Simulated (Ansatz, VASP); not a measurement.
**One calculation of SiC, two programs**

```xyz
4
Lattice="3.0760 0.0000 0.0000 -1.5380 2.6639 0.0000 0.0000 0.0000 4.8966" Properties=species:S:1:pos:R:3 pbc="T T T"
Si    0.0000    1.7759    0.0000
Si    1.5380    0.8880    2.4483
C     0.0000    1.7759    1.8852
C     1.5380    0.8880    4.3335
```

Change from the starting cell: zz strain of -3 %.

Alike in both runs: task single point; functional PBE; k mesh 15 × 15 × 8; occupations fermi-dirac, width 0.08 eV; no spin polarisation.

```csv
,VASP,Ansatz
version,VASP 6.6.1,Ansatz 0.2.0
potentials or method,"VASP PAW PBE potentials, release 64 (Si, C), cutoff 520 eV","all-electron LAPW, scalar-relativistic"
```

```tsv
	VASP	Ansatz	Ansatz less VASP
pressure (GPa)	10.4	10.5	+0.08
traceless stress, the component that is largest in VASP (GPa)	7.53	7.46	-0.066
rms of the force components (eV/Å)	0.274	0.273	-0.0001
```

Atom by atom the forces differ by 0.000 eV/Å (rms over components). Ansatz ran all-electron here, and VASP with PAW potentials.
